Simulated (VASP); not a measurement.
# CdSe (R3m) in VASP: settings compared

CdSe is run at these levels: PBE, r2SCAN, HSE06; tasks: single point.

All numbers are computed with VASP 6.6.1; they aren't measurements. Logs are shortened: lines on timing, memory, paths and dates and some standing lists are left out, and cuts for length are marked.

## 1. The cell of the first run

Symmetry: R3m, No. 160, trigonal system. The conventional cell has a = 4.514 Å, b = 4.514 Å, c = 10.251 Å, α = 90.00°, β = 90.00°, γ = 120.00°. Cd (site symmetry 3m) has 4 Se at 2.67 to 2.71 Å within 3.5 Å. Within 3.5 Å of Se (site symmetry 3m) lie 4 Cd at 2.67 to 2.71 Å.

## 2. Single point, PBE (epitaxial 111 strain +4.0%)

Input file INCAR:

```
PREC = Accurate
ENCUT = 520
EDIFF = 1E-6
ISMEAR = -1
SIGMA = 0.02
LREAL = F
LASPH = T
NELM = 100
ALGO = Normal
ISIF = 2
LWAVE = F
LCHARG = T
GGA = PE
LELF = T
LVHAR = T
NBANDS = 16
```

Input file KPOINTS:

```
Automatic mesh
0
Gamma
  8 8 8
```

Input file POSCAR:

```
CdSe
1.0
   -0.1549330310      3.0367862850      3.0367862850
    3.0367862850     -0.1549330310      3.0367862850
    3.0367862850      3.0367862850     -0.1549330310
Cd Se
1 1
Direct
   -0.0050426890     -0.0050426890     -0.0050426890
    0.2550426890      0.2550426890      0.2550426890
```

Potentials or basis: VASP PAW PBE potentials, release 64 (Cd, Se).

On the command line:

```console
cat potpaw_PBE.64/Cd/POTCAR potpaw_PBE.64/Se/POTCAR > POTCAR
mpirun -np 1 vasp_std > vasp.out
```

OUTCAR:

```text
PREC = Accurate
   ENCUT = 520
   EDIFF = 1E-6
   ISMEAR = -1
   LREAL = F
   LASPH = T
   NELM = 100
   ISIF = 2
   GGA = PE

 ion  position               nearest neighbor table
   1  0.995  0.995  0.995-   2 2.67   2 2.71   2 2.71   2 2.71
   2  0.255  0.255  0.255-   1 2.67   1 2.71   1 2.71   1 2.71

  LATTYP: Found a trigonal (rhomboedric) cell.
 ALAT       =     4.2974581005
 COS(alpha) =     0.4483976831

  Lattice vectors:

 A1 = (  -0.1549330310,   3.0367862850,   3.0367862850)
 A2 = (   3.0367862850,  -0.1549330310,   3.0367862850)
 A3 = (   3.0367862850,   3.0367862850,  -0.1549330310)

Analysis of symmetry for initial positions (statically):
=====================================================================
 Subroutine PRICEL returns:
 Original cell was already a primitive cell.

 Routine SETGRP: Setting up the symmetry group for a
 trigonal (rhombohedral) supercell.

 Subroutine GETGRP returns: Found  6 space group operations
 (whereof  6 operations were pure point group operations)
 out of a pool of 12 trial point group operations.

The static configuration has the point symmetry C_3v.

Analysis of symmetry for dynamics (positions and initial velocities):
=====================================================================
 Subroutine PRICEL returns:
 Original cell was already a primitive cell.

 Routine SETGRP: Setting up the symmetry group for a
 trigonal (rhombohedral) supercell.

 Subroutine GETGRP returns: Found  6 space group operations
 (whereof  6 operations were pure point group operations)
 out of a pool of 12 trial point group operations.

The dynamic configuration has the point symmetry C_3v.

 Subroutine INISYM returns: Found  6 space group operations
 (whereof  6 operations are pure point group operations),
 and found     1 'primitive' translations

----------------------------------------------------------------------------------------

                                     Primitive cell

  volume of cell :      60.2936

  direct lattice vectors                    reciprocal lattice vectors
    -0.154933031  3.036786285  3.036786285    -0.152554590  0.160756168  0.160756168
     3.036786285 -0.154933031  3.036786285     0.160756168 -0.152554590  0.160756168
     3.036786285  3.036786285 -0.154933031     0.160756168  0.160756168 -0.152554590

  length of vectors
     4.297458101  4.297458101  4.297458101     0.273784577  0.273784577  0.273784577

  position of ions in fractional coordinates (direct lattice)
     0.994957311  0.994957311  0.994957311
     0.255042689  0.255042689  0.255042689

  ion indices of the primitive-cell ions
   primitive index   ion index
                 1           1
                 2           2

----------------------------------------------------------------------------------------

 KPOINTS: Automatic mesh

Automatic generation of k-mesh.
 Grid dimensions read from file:
 generate k-points for:    8    8    8

 Generating k-lattice:

  Cartesian coordinates                     Fractional coordinates (reciprocal lattice)
    -0.019069324  0.020094521  0.020094521     0.125000000  0.000000000 -0.000000000
     0.020094521 -0.019069324  0.020094521     0.000000000  0.125000000 -0.000000000
     0.020094521  0.020094521 -0.019069324     0.000000000  0.000000000  0.125000000

  Length of vectors
     0.034223072  0.034223072  0.034223072

  Shift w.r.t. Gamma in fractional coordinates (k-lattice)
     0.000000000  0.000000000  0.000000000

 Subroutine IBZKPT returns following result:
 ===========================================

 Found     65 irreducible k-points:

 Following reciprocal coordinates:
            Coordinates               Weight
  0.000000  0.000000  0.000000      1.000000
  0.125000  0.000000  0.000000      6.000000
  0.250000  0.000000  0.000000      6.000000
  0.375000  0.000000  0.000000      6.000000
  0.500000  0.000000  0.000000      3.000000
  0.125000  0.125000  0.000000      6.000000
[... 16 lines left out ...]
  0.250000  0.125000  0.125000      6.000000
  0.375000  0.125000  0.125000      6.000000
 [... further k-points ...]
   k-points           NKPTS =     65   k-points in BZ     NKDIM =     65   number of bands    NBANDS=     16
   number of dos      NEDOS =    301   number of ions     NIONS =      2
   total plane-waves  NPLWV =  32768
   dimension x,y,z NGX =    32 NGY =   32 NGZ =   32
   dimension x,y,z NGXF=    64 NGYF=   64 NGZF=   64
   ions per type =               1   1
   NGX,Y,Z   is equivalent  to a cutoff of  12.38, 12.38, 12.38 a.u.
   NGXF,Y,Z  is equivalent  to a cutoff of  24.76, 24.76, 24.76 a.u.
 SYSTEM =  unknown system
   PREC   = accura    normal or accurate (medium, high low for compatibility)
   ISTART =      0    job   : 0-new  1-cont  2-samecut
   ICHARG =      2    charge: 1-file 2-atom 10-const
   ISPIN  =      1    spin polarized calculation?
   LNONCOLLINEAR =      F non collinear calculations
   LSORBIT =      F    spin-orbit coupling
   LASPH  =      T    aspherical Exc in radial PAW
   ENCUT  =  520.0 eV  38.22 Ry    6.18 a.u.   7.99  7.99  7.99*2*pi/ulx,y,z
   NELM   =    100;   NELMIN=  2; NELMDL= -5     # of ELM steps
   EDIFF  = 0.1E-05   stopping-criterion for ELM
   LREAL  =      F    real-space projection
   EDIFFG = 0.1E-04   stopping-criterion for IOM
   NSW    =      0    number of steps for IOM
   IBRION =     -1    ionic relax: 0-MD 1-quasi-New 2-CG
   NFREE  =      0    steps in history (QN), initial steepest desc. (CG)
   ISIF   =      2    stress and relaxation
   ISYM   =      2    0-nonsym 1-usesym 2-fastsym
   POTIM  = 0.5000    time-step for ionic-motion
   TEBEG  =    0.0;   TEEND  =   0.0 temperature during run
   PSTRESS=    0.0 pullay stress
   NELECT =      18.0000    total number of electrons
   NUPDOWN=      -1.0000    fix difference up-down
   EMIN   =  10.00;   EMAX   =-10.00  energy-range for DOS
   EFERMI =   0.00;   METHOD = LEGACY
   ISMEAR =    -1;   SIGMA  =   0.02  broadening in eV -4-tet -1-fermi 0-gaus
   EFERMI_NEDOS =   21; number of points for ismear=-14 and -15
   IALGO  =     38    algorithm
   IMIX   =      4    mixing-type and parameters
     AMIX     =   0.40;   BMIX     =  1.00
     AMIX_MAG =   1.60;   BMIX_MAG =  1.00
  volume/ion in A,a.u.               =      30.15       203.44
  Fermi-wavevector in a.u.,A,eV,Ry     =   1.094146  2.067636 16.288286  1.197155
  Thomas-Fermi vector in A             =   2.230445
   LORBIT       =      0    0 simple, 1 ext, 2 COOP (PROOUT), +10 PAW based schemes
   GGA     = PE    functional components
   LHFCALC =     F    Hartree Fock is set to
   AEXX    =    0.0000 exact exchange contribution
   IVDW    =     0    specifies the selected vdW correction
   LEPSILON=     F    determine dielectric tensor
   LRPA    =     F    only Hartree local field effects (RPA)
 non-spin polarized calculation
  energy-cutoff  :      520.00
  volume of cell :       60.29
 maximum number of plane-waves:      1654
   NGX = 15   NGY = 15   NGZ = 15

 number of electron      18.0000004 magnetization

 Free energy of the ion-electron system (eV)
  ---------------------------------------------------
  ext. energy  EPLUGINS =         0.00000000
  ---------------------------------------------------
  free energy    TOTEN  =        -5.46948210 eV

  energy without entropy =       -5.46948198  energy(sigma->0) =       -5.46948204

 E-fermi :   0.7048     XC(G=0):  -8.5816

 val. band max:        0.5040102830   @ k =   0.0000   0.0000   0.0000
 cond. band min:       0.8972770593   @ k =   0.0000   0.0000   0.0000
 fundamental gap:      0.3932667763
 Fermi energy:         0.7047882913

 k-point     1 :       0.0000    0.0000    0.0000
  band No.  band energies     occupation
      1     -11.8002      2.00000
      2      -7.3128      2.00000
      3      -7.3128      2.00000
      4      -7.2971      2.00000
      5      -7.0103      2.00000
      6      -7.0103      2.00000
[... 8 lines left out ...]
     15      11.3605      0.00000
     16      11.3605      0.00000

 k-point     2 :       0.1250    0.0000    0.0000
  band No.  band energies     occupation
      1     -11.7562      2.00000
      2      -7.2988      2.00000
      3      -7.2919      2.00000
      4      -7.2632      2.00000
      5      -7.0121      2.00000
      6      -7.0093      2.00000
[... 8 lines left out ...]
     15      10.5627      0.00000
     16      10.9754      0.00000

 k-point     3 :       0.2500    0.0000    0.0000
  band No.  band energies     occupation
      1     -11.6487      2.00000
      2      -7.2673      2.00000
      3      -7.2636      2.00000
      4      -7.1290      2.00000
      5      -7.0133      2.00000
      6      -7.0023      2.00000
[... 8 lines left out ...]
     15      10.5135      0.00000
     16      10.8316      0.00000

 k-point     4 :       0.3750    0.0000    0.0000
  band No.  band energies     occupation
      1     -11.5396      2.00000
      2      -7.2421      2.00000
      3      -7.2407      2.00000
      4      -7.0086      2.00000
      5      -6.9940      2.00000
      6      -6.9128      2.00000
[... 8 lines left out ...]
     15      10.7130      0.00000
     16      11.6779      0.00000
[... 324 lines left out ...]
 k-point    22 :       0.1250    0.1250    0.1250
  band No.  band energies     occupation
      1     -11.7478      2.00000
      2      -7.2963      2.00000
      3      -7.2963      2.00000
      4      -7.2536      2.00000
      5      -7.0117      2.00000
      6      -7.0117      2.00000
[... 8 lines left out ...]
     15      10.4817      0.00000
     16      10.6904      0.00000

 k-point    23 :       0.2500    0.1250    0.1250
  band No.  band energies     occupation
      1     -11.6787      2.00000
      2      -7.2800      2.00000
      3      -7.2640      2.00000
      4      -7.1877      2.00000
      5      -7.0219      2.00000
      6      -6.9990      2.00000
[... 8 lines left out ...]
     15      10.4896      0.00000
     16      11.6654      0.00000

 k-point    24 :       0.3750    0.1250    0.1250
  band No.  band energies     occupation
      1     -11.5708      2.00000
      2      -7.2461      2.00000
      3      -7.2364      2.00000
      4      -7.0511      2.00000
      5      -7.0253      2.00000
      6      -6.9579      2.00000
[... 8 lines left out ...]
     15      11.2964      0.00000
     16      11.9647      0.00000

 [... further k-points ...]
[... 5 lines left out ...]
  --------------------------------------------------------------------------------------
  -------------------------------------------------------------------------------------
  Total       -0.1718913     -0.1718913     -0.1718913      0.3887630      0.3887630      0.3887630
  in kB       -4.5676530     -4.5676530     -4.5676530     10.3305675     10.3305675     10.3305675
  external PRESSURE =      -4.5676530 kB  Pullay stress =       0.0000000 kB

 VOLUME and BASIS-vectors are now :
 -----------------------------------------------------------------------------
  energy-cutoff  :      520.00
  volume of cell :       60.29
      direct lattice vectors                 reciprocal lattice vectors
    -0.154933031  3.036786285  3.036786285    -0.152554590  0.160756168  0.160756168
     3.036786285 -0.154933031  3.036786285     0.160756168 -0.152554590  0.160756168
     3.036786285  3.036786285 -0.154933031     0.160756168  0.160756168 -0.152554590

 POSITION                                       TOTAL-FORCE (eV/Angst)
 -----------------------------------------------------------------------------------
      5.88879      5.88879      5.88879        -0.008018     -0.008018     -0.008018
      1.50951      1.50951      1.50951         0.008018      0.008018      0.008018
 -----------------------------------------------------------------------------------
    total drift:                               -0.000373     -0.000373     -0.000373

  FREE ENERGIE OF THE ION-ELECTRON SYSTEM (eV)
  ---------------------------------------------------
  free  energy   TOTEN  =        -5.4694820983 eV

  energy  without entropy=       -5.4694819820  energy(sigma->0) =       -5.46948204
```

Wall time 33 s (1 thread of Intel Xeon Platinum 8488C (Sapphire Rapids), shared host); peak memory 0.22 GiB.

Results:

```
Free energy            : -5.4695 eV
Pressure               : -0.5 GPa
Largest force          : 0.014 eV/Å
Band gap on the k mesh : 0.39 eV, direct
```

Forces in eV/Å, atoms in the order of the input:
```
Cd  -0.008 -0.008 -0.008
Se   0.008  0.008  0.008
```

Caveat: the cell differs from its parent crystal (epitaxial 111 strain +4.0%).

## 3. Single point, r2SCAN (epitaxial 111 strain +4.0%)

POSCAR is that of step 2.

Input file INCAR.step1:

```
SYSTEM = CdSe
PREC     = Accurate       ! precision mode
ENCUT    = 520            ! plane-wave cutoff, eV
ISMEAR   = 0              ! smearing method
SIGMA    = 0.01           ! smearing width, eV
LREAL    = .FALSE.        ! projectors in reciprocal space
LASPH    = .TRUE.         ! aspherical terms in the spheres
NELM     = 100            ! most SCF steps
NBANDS   = 16             ! bands
GGA      = PE             ! functional
ALGO     = Normal         ! electronic algorithm
EDIFF    = 1E-4           ! SCF threshold, eV
LWAVE    = .TRUE.         ! write WAVECAR
LCHARG   = .FALSE.        ! write CHGCAR
```

Input file INCAR.step2:

```
SYSTEM = CdSe
PREC     = Accurate       ! precision mode
ENCUT    = 520            ! plane-wave cutoff, eV
EDIFF    = 1E-7           ! SCF threshold, eV
ISMEAR   = 0              ! smearing method
SIGMA    = 0.01           ! smearing width, eV
LREAL    = .FALSE.        ! projectors in reciprocal space
LASPH    = .TRUE.         ! aspherical terms in the spheres
NELM     = 100            ! most SCF steps
ALGO     = Normal         ! electronic algorithm
ISIF     = 2              ! what is computed and relaxed
LWAVE    = .FALSE.        ! write WAVECAR
LCHARG   = .FALSE.        ! write CHGCAR
METAGGA  = R2SCAN         ! meta-GGA
LMIXTAU  = .TRUE.       
NBANDS   = 16             ! bands
ISTART   = 1
```

Input file KPOINTS:

```
Automatic mesh
0
G
  8 8 8
  0 0 0
```

Potentials or basis: VASP PAW PBE potentials, release 64 (Cd, Se).

On the command line:

```console
cat potpaw_PBE.64/Cd/POTCAR potpaw_PBE.64/Se/POTCAR > POTCAR
cp INCAR.step1 INCAR
mpirun -np 1 vasp_std > vasp.out
cp INCAR.step2 INCAR
mpirun -np 1 vasp_std > vasp.out
```

Run time: 2 min. Hardware: 1 thread of Intel Xeon Platinum 8488C (Sapphire Rapids), shared host; peak memory 0.22 GiB.

The run converged. Its results:

* Free energy: -35.8704 eV
* Pressure: -2.0 GPa
* Largest force: 0.007 eV/Å
* Band gap on the k mesh: 0.76 eV, direct

Forces in eV/Å, atoms in the order of the input:
```
Cd  -0.004 -0.004 -0.004
Se   0.004  0.004  0.004
```

Stress tensor (GPa, compression positive):
```
-1.97  1.09  1.09
 1.09 -1.97  1.09
 1.09  1.09 -1.97
```

Levels at points of the mesh, in eV from the valence-band top:
| k point | band 6 | band 7 | band 8 | band 9 | band 10 | band 11 | band 12 | band 13 |
| --- | --- | --- | --- | --- | --- | --- | --- | --- |
| (0.00, 0.00, 0.00) | -7.78 | -0.23 | -0.23 | 0.00 | 0.76 | 6.09 | 6.09 | 6.96 |
| (0.50, 0.00, 0.00) | -7.55 | -4.20 | -0.85 | -0.60 | 2.75 | 6.86 | 6.86 | 7.46 |
| (0.50, 0.50, 0.00) | -7.47 | -3.89 | -1.97 | -1.56 | 3.22 | 4.14 | 8.97 | 10.28 |
| (0.50, 0.50, 0.50) | -7.47 | -3.99 | -0.97 | -0.97 | 2.19 | 6.38 | 6.38 | 7.56 |

Caveat: the cell differs from its parent crystal (epitaxial 111 strain +4.0%); the PAW data sets were made with another functional, which shifts forces and pressure a little.

(Continued in part 2 of 2.)
